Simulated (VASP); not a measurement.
# BaTe (I4mm) in VASP: further runs

Runs on BaTe. Level: r2SCAN. Tasks: single point.

All numbers are computed with VASP 6.6.1; they aren't measurements. Logs are shortened: lines on timing, memory, paths and dates and some standing lists are left out, and cuts for length are marked.

## Step 1: The cell of the first run

The structure is tetragonal, space group I4mm (No. 107). Conventional cell: a = 4.822 Å, b = 4.822 Å, c = 6.820 Å, α = 90.00°, β = 90.00°, γ = 90.00°. Ba (site symmetry 4mm) has 6 Te at 3.36 to 3.46 Å within 4.4 Å. Within 4.4 Å of Te (site symmetry 4mm) lie 6 Ba at 3.36 to 3.46 Å.

## Step 2: Single point, r2SCAN (all Te atoms moved +0.050 Å, as atom 2 along Cartesian [0 1 0])

File POSCAR:

```
BaTe
1.0
    0.0000000000      3.4100000000      3.4100000000
    3.4100000000      0.0000000000      3.4100000000
    3.4100000000      3.4100000000      0.0000000000
Ba Te
1 1
Direct
    0.0000000000      0.0000000000      0.0000000000
    0.5073313783      0.4926686217      0.5073313783
```

File INCAR.step1:

```
SYSTEM = BaTe
PREC = Accurate
ENCUT = 520
ISMEAR = 0
SIGMA = 0.05
LREAL = .FALSE.
LASPH = .TRUE.
NELM = 60
NBANDS = 15
GGA = PE
ALGO = Normal
EDIFF = 1E-4
LWAVE = .TRUE.
LCHARG = .FALSE.
```

File INCAR.step2:

```
SYSTEM = BaTe
PREC = Accurate
ENCUT = 520
EDIFF = 1E-6
ISMEAR = 0
SIGMA = 0.05
LREAL = .FALSE.
LASPH = .TRUE.
NELM = 60
ALGO = Normal
ISIF = 2
LWAVE = .FALSE.
LCHARG = .TRUE.
METAGGA = R2SCAN
LMIXTAU = .TRUE.
LELF = .TRUE.
LVHAR = .TRUE.
NBANDS = 15
ISTART = 1
```

File KPOINTS:

```
Automatic mesh
0
G
  8 8 8
  0 0 0
```

Potentials or basis: VASP PAW PBE potentials, release 64 (Ba_sv, Te).

Started as:

```sh
> cat potpaw_PBE.64/Ba_sv/POTCAR potpaw_PBE.64/Te/POTCAR > POTCAR
> cp INCAR.step1 INCAR
> mpirun -np 1 vasp_std > vasp.out
> cp INCAR.step2 INCAR
> mpirun -np 1 vasp_std > vasp.out
```

OUTCAR:

```text
SYSTEM = BaTe
   PREC = Accurate
   ENCUT = 520
   EDIFF = 1E-6
   ISMEAR = 0
   LREAL = .FALSE.
   LASPH = .TRUE.
   NELM = 60
   ISIF = 2
   METAGGA = R2SCAN
   ISTART = 1

 ion  position               nearest neighbor table
   1  0.000  0.000  0.000-   2 3.36   2 3.41   2 3.41   2 3.41   2 3.41   2 3.46
   2  0.507  0.493  0.507-   1 3.36   1 3.41   1 3.41   1 3.41   1 3.41   1 3.46

  LATTYP: Found a face centered cubic cell.
 ALAT       =     6.8200000000

  Lattice vectors:

 A1 = (   0.0000000000,   3.4100000000,   3.4100000000)
 A2 = (   3.4100000000,   0.0000000000,   3.4100000000)
 A3 = (   3.4100000000,   3.4100000000,   0.0000000000)

Analysis of symmetry for initial positions (statically):
=====================================================================
 Subroutine PRICEL returns:
 Original cell was already a primitive cell.

 Routine SETGRP: Setting up the symmetry group for a
 face centered cubic supercell.

 Subroutine GETGRP returns: Found  8 space group operations
 (whereof  8 operations were pure point group operations)
 out of a pool of 48 trial point group operations.

The static configuration has the point symmetry C_4v.

Analysis of symmetry for dynamics (positions and initial velocities):
=====================================================================
 Subroutine PRICEL returns:
 Original cell was already a primitive cell.

 Routine SETGRP: Setting up the symmetry group for a
 face centered cubic supercell.

 Subroutine GETGRP returns: Found  8 space group operations
 (whereof  8 operations were pure point group operations)
 out of a pool of 48 trial point group operations.

The dynamic configuration has the point symmetry C_4v.

 Subroutine INISYM returns: Found  8 space group operations
 (whereof  8 operations are pure point group operations),
 and found     1 'primitive' translations

----------------------------------------------------------------------------------------

                                     Primitive cell

  volume of cell :      79.3036

  direct lattice vectors                    reciprocal lattice vectors
     0.000000000  3.410000000  3.410000000    -0.146627566  0.146627566  0.146627566
     3.410000000  0.000000000  3.410000000     0.146627566 -0.146627566  0.146627566
     3.410000000  3.410000000  0.000000000     0.146627566  0.146627566 -0.146627566

  length of vectors
     4.822468248  4.822468248  4.822468248     0.253966394  0.253966394  0.253966394

  position of ions in fractional coordinates (direct lattice)
[... 78 lines left out ...]
   NELM   =     60;   NELMIN=  2; NELMDL=  0     # of ELM steps
   EDIFF  = 0.1E-05   stopping-criterion for ELM
   LREAL  =      F    real-space projection
[... 7 lines left out ...]
   TEBEG  =    0.0;   TEEND  =   0.0 temperature during run
   PSTRESS=    0.0 pullay stress
   NELECT =      16.0000    total number of electrons
   NUPDOWN=      -1.0000    fix difference up-down
   EMIN   =  10.00;   EMAX   =-10.00  energy-range for DOS
   EFERMI =   0.00;   METHOD = LEGACY
   ISMEAR =     0;   SIGMA  =   0.05  broadening in eV -4-tet -1-fermi 0-gaus
   EFERMI_NEDOS =   21; number of points for ismear=-14 and -15
   IALGO  =     38    algorithm
   IMIX   =      4    mixing-type and parameters
     AMIX     =   0.40;   BMIX     =  1.00
     AMIX_MAG =   1.60;   BMIX_MAG =  1.00
  volume/ion in A,a.u.               =      39.65       267.58
  Fermi-wavevector in a.u.,A,eV,Ry     =   0.960175  1.814468 12.543704  0.921936
  Thomas-Fermi vector in A             =   2.089436
   LORBIT       =      0    0 simple, 1 ext, 2 COOP (PROOUT), +10 PAW based schemes
   METAGGA = R2SCAN    functional components
   LHFCALC =     F    Hartree Fock is set to
   AEXX    =    0.0000 exact exchange contribution
   IVDW    =     0    specifies the selected vdW correction
   LEPSILON=     F    determine dielectric tensor
   LRPA    =     F    only Hartree local field effects (RPA)
 non-spin polarized calculation
 Gauss-broadening in eV      SIGMA  =   0.05
  energy-cutoff  :      520.00
  volume of cell :       79.30
 maximum number of plane-waves:      2150
   NGX = 17   NGY = 17   NGZ = 17

 number of electron      15.9999998 magnetization

 Free energy of the ion-electron system (eV)
  ---------------------------------------------------
  ext. energy  EPLUGINS =         0.00000000
  ---------------------------------------------------
  free energy    TOTEN  =       -55.90214417 eV

  energy without entropy =      -55.90214417  energy(sigma->0) =      -55.90214417

 E-fermi :   2.8940     XC(G=0):  -8.9654

 val. band max:        2.5835079474   @ k =   0.0000   0.0000   0.0000
 cond. band min:       4.2727744889   @ k =   0.5000   0.0000   0.5000
 fundamental gap:      1.6892665415
 Fermi energy:         2.8940260109

 k-point     1 :       0.0000    0.0000    0.0000
  band No.  band energies     occupation
      1     -25.0254      2.00000
      2      -9.7780      2.00000
      3      -9.7757      2.00000
      4      -9.7757      2.00000
      5      -7.4167      2.00000
      6       2.5827      2.00000
      7       2.5827      2.00000
      8       2.5835      2.00000
      9       5.8679      0.00000
     10       5.8728      0.00000
     11       5.8728      0.00000
     12       6.5280      0.00000
     13       6.6344      0.00000
     14       6.6431      0.00000
[... 401 lines left out ...]
      2     -10.2072      2.00000
      3      -9.8963      2.00000
      4      -9.8411      2.00000
      5      -6.7662      2.00000
      6       0.8693      2.00000
      7       1.4907      2.00000
      8       1.7104      2.00000
      9       5.5950      0.00000
     10       8.3006      0.00000
     11       8.5292      0.00000
     12       8.8359      0.00000
     13       8.9278      0.00000
     14       9.9894      0.00000
     15      10.9567      0.00000

 [... further k-points ...]
[... 5 lines left out ...]
  --------------------------------------------------------------------------------------
  -------------------------------------------------------------------------------------
  Total        2.2237340      2.2831487      2.2237340      0.0000000      0.0000000      0.0000000
  in kB       44.9262617     46.1266211     44.9262617      0.0000000      0.0000000      0.0000000
  external PRESSURE =      45.3263815 kB  Pullay stress =       0.0000000 kB

 VOLUME and BASIS-vectors are now :
 -----------------------------------------------------------------------------
  energy-cutoff  :      520.00
  volume of cell :       79.30
      direct lattice vectors                 reciprocal lattice vectors
     0.000000000  3.410000000  3.410000000    -0.146627566  0.146627566  0.146627566
     3.410000000  0.000000000  3.410000000     0.146627566 -0.146627566  0.146627566
     3.410000000  3.410000000  0.000000000     0.146627566  0.146627566 -0.146627566

 POSITION                                       TOTAL-FORCE (eV/Angst)
 -----------------------------------------------------------------------------------
      0.00000      0.00000      0.00000         0.000000      0.168564      0.000000
      3.41000      3.46000      3.41000         0.000000     -0.168564      0.000000
 -----------------------------------------------------------------------------------
    total drift:                                0.000000      0.000055      0.000000

  FREE ENERGIE OF THE ION-ELECTRON SYSTEM (eV)
  ---------------------------------------------------
  free  energy   TOTEN  =       -55.9021441711 eV

  energy  without entropy=      -55.9021441711  energy(sigma->0) =      -55.90214417
```

Wall time 4 min (1 thread of Intel Xeon 8259CL, shared host); peak memory 0.26 GiB.

What came out:

```yaml
Free_energy: -55.9021 eV
Pressure: 4.5 GPa
Largest_force: 0.169 eV/Å
Band_gap_on_the_k_mesh: 1.69 eV (least direct gap 2.07 eV)
```

Forces on the atoms (eV/Å):
```
Ba   0.000  0.169  0.000
Te   0.000 -0.169  0.000
```

Caveat: the cell differs from its parent crystal (all Te atoms moved +0.050 Å, as atom 2 along Cartesian [0 1 0]); the cell stands under pressure; the PAW data sets were made with another functional, which shifts forces and pressure a little; spin-orbit coupling is left out, which moves the levels of the heavy elements.

## Step 3: Single point, r2SCAN (all Te atoms moved +0.125 Å, as atom 2 along Cartesian [0 1 0])

Changes to POSCAR since step 2:

```diff
@@ -9,2 +9,2 @@
     0.0000000000      0.0000000000      0.0000000000
-    0.5073313783      0.4926686217      0.5073313783
+    0.5183284457      0.4816715543      0.5183284457
```

File INCAR.step1:

```
SYSTEM = BaTe
PREC = Accurate ; ENCUT = 520
ISMEAR = 0 ; SIGMA = 0.05
LREAL = .FALSE. ; LASPH = .TRUE.
NELM = 80 ; NBANDS = 15
GGA = PE ; ALGO = Normal
EDIFF = 1E-4 ; LWAVE = .TRUE.
LCHARG = .FALSE.
```

File INCAR.step2:

```
SYSTEM = BaTe
PREC = Accurate ; ENCUT = 520
EDIFF = 1E-6 ; ISMEAR = 0
SIGMA = 0.05 ; LREAL = .FALSE.
LASPH = .TRUE. ; NELM = 80
ALGO = Normal ; ISIF = 2
LWAVE = .FALSE. ; LCHARG = .FALSE.
METAGGA = R2SCAN ; LMIXTAU = .TRUE.
NBANDS = 15 ; ISTART = 1
```

File KPOINTS:

```
regular mesh
0
G
  8 8 8
  0 0 0
```

Potentials or basis: VASP PAW PBE potentials, release 64 (Ba_sv, Te).

Started as:

```sh
> cat potpaw_PBE.64/Ba_sv/POTCAR potpaw_PBE.64/Te/POTCAR > POTCAR
> cp INCAR.step1 INCAR
> mpirun -np 1 vasp_std > vasp.out
> cp INCAR.step2 INCAR
> mpirun -np 1 vasp_std > vasp.out
```

It took 4.2 min on 1 thread of Intel Xeon 8259CL, shared host; peak memory 0.26 GiB.

It converged, with:

```yaml
Free_energy: -55.8796 eV
Pressure: 4.7 GPa
Largest_force: 0.436 eV/Å
Band_gap_on_the_k_mesh: 1.71 eV (least direct gap 2.07 eV)
```

Forces in eV/Å, atoms in the order of the input:
```
Ba   0.000  0.436  0.000
Te   0.000 -0.436  0.000
```

Stress tensor (GPa, compression positive):
```
4.41 0.00 0.00
0.00 5.16 0.00
0.00 0.00 4.41
```

Levels at points of the mesh, in eV from the valence-band top:
```tsv
k point	band 4	band 5	band 6	band 7	band 8	band 9	band 10	band 11	band 12	band 13
(0.00, 0.00, 0.00)	-12.34	-9.98	-0.01	-0.01	0.00	3.31	3.34	3.34	3.96	4.08
(0.50, 0.00, 0.00)	-12.35	-8.94	-2.42	-1.27	-1.26	4.75	5.48	5.59	5.60	7.60
(0.50, 0.50, 0.00)	-12.45	-9.74	-1.14	-0.41	-0.36	1.78	5.10	5.74	6.55	6.56
(0.50, 0.00, 0.50)	-12.45	-9.73	-1.12	-0.36	-0.36	1.71	5.09	5.76	6.51	6.55
```

Caveat: the cell differs from its parent crystal (all Te atoms moved +0.125 Å, as atom 2 along Cartesian [0 1 0]); the cell stands under pressure; the PAW data sets were made with another functional, which shifts forces and pressure a little; spin-orbit coupling is left out, which moves the levels of the heavy elements.
